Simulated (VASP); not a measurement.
A run of VASP 6.6.1 is set up as follows.

The input INCAR:

```
PREC = Accurate
ENCUT = 520
EDIFF = 1E-6
ISMEAR = 0
SIGMA = 0.15
LREAL = False
LASPH = True
NELM = 150
ALGO = Normal
ISIF = 2
LWAVE = False
LCHARG = True
ISPIN = 2
MAGMOM = 0.375 0.375 0.375 0
LORBIT = 11
NUPDOWN = 1.125
LMAXMIX = 4
LELF = True
LVHAR = True
NBANDS = 34
```

KPOINTS

```
Automatic mesh
0
Gamma
  12 12 12
```

POSCAR

```
Ni3Ge
1.0
    3.4174420872      0.0000000000      0.0000000000
    0.0000000000      3.4174420872      0.0000000000
    0.0000000000      0.0000000000      3.4174420872
Ni Ge
3 1
Direct
    0.5000000000      0.0000000000      0.5000000000
    0.0000000000      0.5000000000      0.5000000000
    0.5000000000      0.5000000000      0.0000000000
    0.0000000000      0.0000000000      0.0000000000
```

Potentials or basis: VASP PAW LDA potentials, release 64 (Ni, Ge_d).

The run is started by

```sh
$ cat potpaw_LDA.64/Ni/POTCAR potpaw_LDA.64/Ge_d/POTCAR > POTCAR
$ mpirun -np 1 vasp_std > vasp.out
```

**Question.** Estimate the pressure.

**Answer.** 19.6 GPa.

Caveat: the cell stands under pressure; the total moment is fixed, so each spin has its own Fermi level and the state may be an excited one.
